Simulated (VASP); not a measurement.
Write the native input for VASP 6.6.1 that does the following.

```
Task                   : single point
Functional             : r2SCAN
Potentials or basis    : VASP PAW PBE potentials, release 64 (Ba_sv)
Cutoff                 : 520 eV
k mesh                 : 7 × 7 × 7
Occupations            : fermi-dirac, width 0.05 eV
Spin                   : non-collinear spin, zero start, spin-orbit coupling
Starting moments       : [[0.0, 0.0, 0.0]] μB
Dipole correction      : no
Further INCAR settings : ALGO = Normal; EDIFF = 1e-06; NBANDS = 21
```

Ba:

```
Ba
1.0
     3.91772    0.00000    0.00000
     0.00000    3.91772    0.00000
     0.00000    0.00000    3.91772
Ba
1
Direct
  0.00000 0.00000 0.00000
```

The input as run:

POSCAR

```
Ba
1.0
    3.9177175405      0.0000000000      0.0000000000
    0.0000000000      3.9177175405      0.0000000000
    0.0000000000      0.0000000000      3.9177175405
Ba
1
Direct
    0.0000000000      0.0000000000      0.0000000000
```

INCAR.step1

```
SYSTEM = Ba
  ALGO = Normal
  EDIFF = 1E-4
  ENCUT = 520
  GGA = PE
  GGA_COMPAT = .False.
  ISMEAR = -1
  LASPH = .True.
  LCHARG = .False.
  LREAL = .False.
  LSORBIT = .True.
  LWAVE = .True.
  MAGMOM = 0 0 0
  NBANDS = 21
  NELM = 150
  PREC = Accurate
  SIGMA = 0.05
```

INCAR.step2

```
SYSTEM = Ba
  ALGO = Normal
  EDIFF = 1E-6
  ENCUT = 520
  GGA_COMPAT = .False.
  ISIF = 2
  ISMEAR = -1
  ISTART = 1
  LASPH = .True.
  LCHARG = .True.
  LMIXTAU = .True.
  LORBIT = 11
  LORBMOM = .True.
  LREAL = .False.
  LSORBIT = .True.
  LVHAR = .True.
  LWAVE = .False.
  MAGMOM = 0 0 0
  METAGGA = R2SCAN
  NBANDS = 21
  NELM = 150
  PREC = Accurate
  SIGMA = 0.05
```

KPOINTS

```
k-points
0
Gamma
  7 7 7
  0 0 0
```

Potentials or basis: VASP PAW PBE potentials, release 64 (Ba_sv).

Run with:

```bash
$ cat potpaw_PBE.64/Ba_sv/POTCAR > POTCAR
$ cp INCAR.step1 INCAR
$ mpirun -np 1 vasp_ncl > vasp.out
$ cp INCAR.step2 INCAR
$ mpirun -np 1 vasp_ncl > vasp.out
```

It gave:

The pressure is 0.2 GPa and the net moment is 0.00 μB per cell. The valence electrons inside the program's atomic spheres are Ba 7.93.

Caveat: the PAW data sets were made with another functional, which shifts forces and pressure a little.

It took 5.4 min on 1 thread of Oxide Virtual Turin-like Processor, on a shared host, peak memory 0.3 GiB.
